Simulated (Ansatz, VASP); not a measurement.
Two plane-wave programs on W

```
CELL_PARAMETERS angstrom
-1.57710 1.57710 1.57710
1.57710 -1.57710 1.57710
1.57710 1.57710 -1.57710
ATOMIC_POSITIONS crystal
W 0.00000 0.00000 0.00000
```

Alike in both runs: functional PBEsol; k mesh 24 × 24 × 24; occupations gaussian, width 0.1 eV; no spin polarisation.

Ansatz relaxed the structure, and its values are those at the end. VASP's run is a single point on that final structure, the one shown.

|  | VASP | Ansatz |
| --- | --- | --- |
| version | VASP 6.6.1 | Ansatz 0.2.0 |
| potentials or method | VASP PAW PBE potentials, release 64 (W_sv), cutoff 520 eV | scalar-relativistic, plane waves, PAW |
| valence electrons in the cell | 14 | 14 |

```tsv
	VASP	Ansatz	Ansatz less VASP
gap on the k mesh at the Fermi level (eV)	none	none	-
pressure (GPa)	0.6	0.0	-0.66
```

VASP's potentials were made for PBE, not for PBEsol. A gap of «none» marks a metal or a gap that the smearing closes. The functional is the same, so the differences come from potentials, cutoffs and numerics.

Neither program's run includes spin-orbit coupling.
